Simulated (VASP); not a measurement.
# Rh (Fm-3m) in VASP: single point with LDA

Aim: the single point of Rh with LDA.

Program: VASP 6.6.1. These are calculated values, not measurements. Logs are shortened: lines on timing, memory, paths and dates and some standing lists are left out, and cuts for length are marked.

### 1 The cell of the first run

It takes space group Fm-3m (No. 225, cubic). The conventional cell has a = 3.754 Å, b = 3.754 Å, c = 3.754 Å, α = 90.00°, β = 90.00°, γ = 90.00°. Within 3.5 Å of Rh (site symmetry m-3m) lie 12 Rh at 2.65 Å.

### 2 Single point, LDA

Contents of INCAR:

```
SYSTEM = Rh
  PREC = Accurate
  ENCUT = 500
  EDIFF = 1E-6
  ISMEAR = -1
  SIGMA = 0.05
  LREAL = .FALSE.
  LASPH = .TRUE.
  NELM = 120
  ALGO = Normal
  ISIF = 2
  LWAVE = .FALSE.
  LCHARG = .TRUE.
  LELF = .TRUE.
  LVHAR = .TRUE.
  NBANDS = 14
  GGA_COMPAT = .FALSE.
```

Contents of KPOINTS:

```
Automatic mesh
0
G
  17 17 17
  0 0 0
```

Contents of POSCAR:

```
Rh
1.0
    0.0000000000      1.8768295046      1.8768295046
    1.8768295046      0.0000000000      1.8768295046
    1.8768295046      1.8768295046      0.0000000000
Rh
1
Direct
    0.0000000000      0.0000000000      0.0000000000
```

Potentials or basis: VASP PAW LDA potentials, release 64 (Rh_pv).

On the command line:

```
> cat potpaw_LDA.64/Rh_pv/POTCAR > POTCAR
> mpirun -np 1 vasp_std > vasp.out
```

OUTCAR:

```text
SYSTEM = Rh
   PREC = Accurate
   ENCUT = 500
   EDIFF = 1E-6
   ISMEAR = -1
   LREAL = .FALSE.
   LASPH = .TRUE.
   NELM = 120
   ISIF = 2

 ion  position               nearest neighbor table
   1  0.000  0.000  0.000-

  LATTYP: Found a face centered cubic cell.
 ALAT       =     3.7536590092

  Lattice vectors:

 A1 = (   0.0000000000,   1.8768295046,   1.8768295046)
 A2 = (   1.8768295046,   0.0000000000,   1.8768295046)
 A3 = (   1.8768295046,   1.8768295046,   0.0000000000)

Analysis of symmetry for initial positions (statically):
=====================================================================
 Subroutine PRICEL returns:
 Original cell was already a primitive cell.

 Routine SETGRP: Setting up the symmetry group for a
 face centered cubic supercell.

 Subroutine GETGRP returns: Found 48 space group operations
 (whereof 48 operations were pure point group operations)
 out of a pool of 48 trial point group operations.

The static configuration has the point symmetry O_h .

Analysis of symmetry for dynamics (positions and initial velocities):
=====================================================================
 Subroutine PRICEL returns:
 Original cell was already a primitive cell.

 Routine SETGRP: Setting up the symmetry group for a
 face centered cubic supercell.

 Subroutine GETGRP returns: Found 48 space group operations
 (whereof 48 operations were pure point group operations)
 out of a pool of 48 trial point group operations.

The dynamic configuration has the point symmetry O_h .

 Subroutine INISYM returns: Found 48 space group operations
 (whereof 48 operations are pure point group operations),
 and found     1 'primitive' translations

----------------------------------------------------------------------------------------

                                     Primitive cell

  volume of cell :      13.2222

  direct lattice vectors                    reciprocal lattice vectors
     0.000000000  1.876829505  1.876829505    -0.266406724  0.266406724  0.266406724
     1.876829505  0.000000000  1.876829505     0.266406724 -0.266406724  0.266406724
     1.876829505  1.876829505  0.000000000     0.266406724  0.266406724 -0.266406724

  length of vectors
     2.654237740  2.654237740  2.654237740     0.461429982  0.461429982  0.461429982

  position of ions in fractional coordinates (direct lattice)
     0.000000000  0.000000000  0.000000000

  ion indices of the primitive-cell ions
   primitive index   ion index
                 1           1

----------------------------------------------------------------------------------------

 KPOINTS: Automatic mesh

Automatic generation of k-mesh.
 Grid dimensions read from file:
 generate k-points for:   17   17   17

 Generating k-lattice:

  Cartesian coordinates                     Fractional coordinates (reciprocal lattice)
    -0.015670984  0.015670984  0.015670984     0.058823529  0.000000000  0.000000000
     0.015670984 -0.015670984  0.015670984     0.000000000  0.058823529  0.000000000
     0.015670984  0.015670984 -0.015670984     0.000000000  0.000000000  0.058823529

  Length of vectors
     0.027142940  0.027142940  0.027142940

  Shift w.r.t. Gamma in fractional coordinates (k-lattice)
     0.000000000  0.000000000  0.000000000

 Subroutine IBZKPT returns following result:
 ===========================================

 Found    165 irreducible k-points:

 Following reciprocal coordinates:
            Coordinates               Weight
  0.000000  0.000000  0.000000      1.000000
  0.058824  0.000000  0.000000      8.000000
  0.117647  0.000000  0.000000      8.000000
  0.176471  0.000000  0.000000      8.000000
  0.235294  0.000000  0.000000      8.000000
  0.294118  0.000000  0.000000      8.000000
[... 16 lines left out ...]
 -0.176471  0.058824  0.000000     24.000000
 -0.117647  0.058824  0.000000     24.000000
 [... further k-points ...]
   k-points           NKPTS =    165   k-points in BZ     NKDIM =    165   number of bands    NBANDS=     14
   number of dos      NEDOS =    301   number of ions     NIONS =      1
   total plane-waves  NPLWV =   8000
   dimension x,y,z NGX =    20 NGY =   20 NGZ =   20
   dimension x,y,z NGXF=    40 NGYF=   40 NGZF=   40
   ions per type =               1
   NGX,Y,Z   is equivalent  to a cutoff of  12.53, 12.53, 12.53 a.u.
   NGXF,Y,Z  is equivalent  to a cutoff of  25.05, 25.05, 25.05 a.u.
 SYSTEM =  Rh
   PREC   = accura    normal or accurate (medium, high low for compatibility)
   ISTART =      0    job   : 0-new  1-cont  2-samecut
   ICHARG =      2    charge: 1-file 2-atom 10-const
   ISPIN  =      1    spin polarized calculation?
   LNONCOLLINEAR =      F non collinear calculations
   LSORBIT =      F    spin-orbit coupling
   LASPH  =      T    aspherical Exc in radial PAW
   ENCUT  =  500.0 eV  36.75 Ry    6.06 a.u.   4.84  4.84  4.84*2*pi/ulx,y,z
   NELM   =    120;   NELMIN=  2; NELMDL= -5     # of ELM steps
   EDIFF  = 0.1E-05   stopping-criterion for ELM
   LREAL  =      F    real-space projection
   EDIFFG = 0.1E-04   stopping-criterion for IOM
   NSW    =      0    number of steps for IOM
   IBRION =     -1    ionic relax: 0-MD 1-quasi-New 2-CG
   NFREE  =      0    steps in history (QN), initial steepest desc. (CG)
   ISIF   =      2    stress and relaxation
   ISYM   =      2    0-nonsym 1-usesym 2-fastsym
   POTIM  = 0.5000    time-step for ionic-motion
   TEBEG  =    0.0;   TEEND  =   0.0 temperature during run
   PSTRESS=    0.0 pullay stress
   NELECT =      15.0000    total number of electrons
   NUPDOWN=      -1.0000    fix difference up-down
   EMIN   =  10.00;   EMAX   =-10.00  energy-range for DOS
   EFERMI =   0.00;   METHOD = LEGACY
   ISMEAR =    -1;   SIGMA  =   0.05  broadening in eV -4-tet -1-fermi 0-gaus
   EFERMI_NEDOS =   21; number of points for ismear=-14 and -15
   IALGO  =     38    algorithm
   IMIX   =      4    mixing-type and parameters
     AMIX     =   0.40;   BMIX     =  1.00
     AMIX_MAG =   1.60;   BMIX_MAG =  1.00
  volume/ion in A,a.u.               =      13.22        89.23
  Fermi-wavevector in a.u.,A,eV,Ry     =   1.707407  3.226532 39.664237  2.915239
  Thomas-Fermi vector in A             =   2.786265
   LORBIT       =      0    0 simple, 1 ext, 2 COOP (PROOUT), +10 PAW based schemes
   GGA     = CA    functional components
   LHFCALC =     F    Hartree Fock is set to
   AEXX    =    0.0000 exact exchange contribution
   IVDW    =     0    specifies the selected vdW correction
   LEPSILON=     F    determine dielectric tensor
   LRPA    =     F    only Hartree local field effects (RPA)
 non-spin polarized calculation
  energy-cutoff  :      500.00
  volume of cell :       13.22
 maximum number of plane-waves:       343
   NGX =  9   NGY =  9   NGZ =  9

 number of electron      15.0000002 magnetization

 Free energy of the ion-electron system (eV)
  ---------------------------------------------------
  ext. energy  EPLUGINS =         0.00000000
  ---------------------------------------------------
  free energy    TOTEN  =        -8.69015607 eV

  energy without entropy =       -8.68208643  energy(sigma->0) =       -8.68612125

 E-fermi :  12.4532     XC(G=0): -14.6013

 val. band max:       12.4325143650   @ k =   0.4118   0.2353   0.0588
 cond. band min:      12.4676267537   @ k =   0.4118   0.2941   0.0588
 fundamental gap:      0.0351123887
 Fermi energy:        12.4532290918

 k-point     1 :       0.0000    0.0000    0.0000
  band No.  band energies     occupation
      1     -33.7807      2.00000
      2     -33.7807      2.00000
      3     -33.7807      2.00000
      4       4.1278      2.00000
      5       9.1468      2.00000
      6       9.1468      2.00000
      7       9.1468      2.00000
      8      11.4077      2.00000
      9      11.4077      2.00000
     10      28.3562      0.00000
     11      32.6954      0.00000
     12      33.9878      0.00000
     13      33.9878      0.00000
     14      33.9878      0.00000

 k-point     2 :       0.0588    0.0000    0.0000
  band No.  band energies     occupation
      1     -33.8106      2.00000
      2     -33.7847      2.00000
      3     -33.7847      2.00000
      4       4.2732      2.00000
      5       9.0801      2.00000
      6       9.2049      2.00000
      7       9.2049      2.00000
      8      11.3739      2.00000
      9      11.3739      2.00000
     10      28.5766      0.00000
     11      32.6939      0.00000
     12      33.2261      0.00000
     13      34.2076      0.00000
     14      34.2076      0.00000

 k-point     3 :       0.1176    0.0000    0.0000
  band No.  band energies     occupation
      1     -33.8960      2.00000
      2     -33.7961      2.00000
      3     -33.7961      2.00000
      4       4.6866      2.00000
      5       8.9185      2.00000
      6       9.3542      2.00000
      7       9.3542      2.00000
      8      11.3044      2.00000
      9      11.3044      2.00000
     10      29.1631      0.00000
     11      31.6651      0.00000
     12      32.6976      0.00000
     13      34.8442      0.00000
     14      34.8442      0.00000
[... 324 lines left out ...]
 k-point    23 :      -0.1765    0.0588    0.0000
  band No.  band energies     occupation
      1     -34.0804      2.00000
      2     -33.8485      2.00000
      3     -33.8117      2.00000
      4       5.6083      2.00000
      5       8.6527      2.00000
      6       9.5935      2.00000
      7       9.6179      2.00000
      8      11.0185      2.00000
      9      11.6706      2.00000
     10      29.4350      0.00000
     11      30.1941      0.00000
     12      32.6971      0.00000
     13      35.0819      0.00000
     14      37.0018      0.00000

 k-point    24 :      -0.1176    0.0588    0.0000
  band No.  band energies     occupation
      1     -33.9475      2.00000
      2     -33.8246      2.00000
      3     -33.7956      2.00000
      4       4.9919      2.00000
      5       8.7637      2.00000
      6       9.4577      2.00000
      7       9.5000      2.00000
      8      11.0637      2.00000
      9      11.4865      2.00000
     10      29.5680      0.00000
     11      31.0704      0.00000
     12      32.6973      0.00000
     13      34.4033      0.00000
     14      35.7472      0.00000

 [... further k-points ...]
[... 5 lines left out ...]
  --------------------------------------------------------------------------------------
  -------------------------------------------------------------------------------------
  Total        0.0800252      0.0800252      0.0800252      0.0000000      0.0000000      0.0000000
  in kB        9.6968939      9.6968939      9.6968939      0.0000000      0.0000000      0.0000000
  external PRESSURE =       9.6968939 kB  Pullay stress =       0.0000000 kB

 VOLUME and BASIS-vectors are now :
 -----------------------------------------------------------------------------
  energy-cutoff  :      500.00
  volume of cell :       13.22
      direct lattice vectors                 reciprocal lattice vectors
     0.000000000  1.876829505  1.876829505    -0.266406724  0.266406724  0.266406724
     1.876829505  0.000000000  1.876829505     0.266406724 -0.266406724  0.266406724
     1.876829505  1.876829505  0.000000000     0.266406724  0.266406724 -0.266406724

 POSITION                                       TOTAL-FORCE (eV/Angst)
 -----------------------------------------------------------------------------------
      0.00000      0.00000      0.00000        -0.000000      0.000000     -0.000000
 -----------------------------------------------------------------------------------
    total drift:                                0.000000      0.000000      0.000000

  FREE ENERGIE OF THE ION-ELECTRON SYSTEM (eV)
  ---------------------------------------------------
  free  energy   TOTEN  =        -8.6901560722 eV

  energy  without entropy=       -8.6820864325  energy(sigma->0) =       -8.68612125
```

Wall time 40 s (1 thread of Intel Xeon 8259CL, shared host); peak memory 0.14 GiB.

What came out:

```yaml
Free_energy: -8.6902 eV
Pressure: 1.0 GPa
```
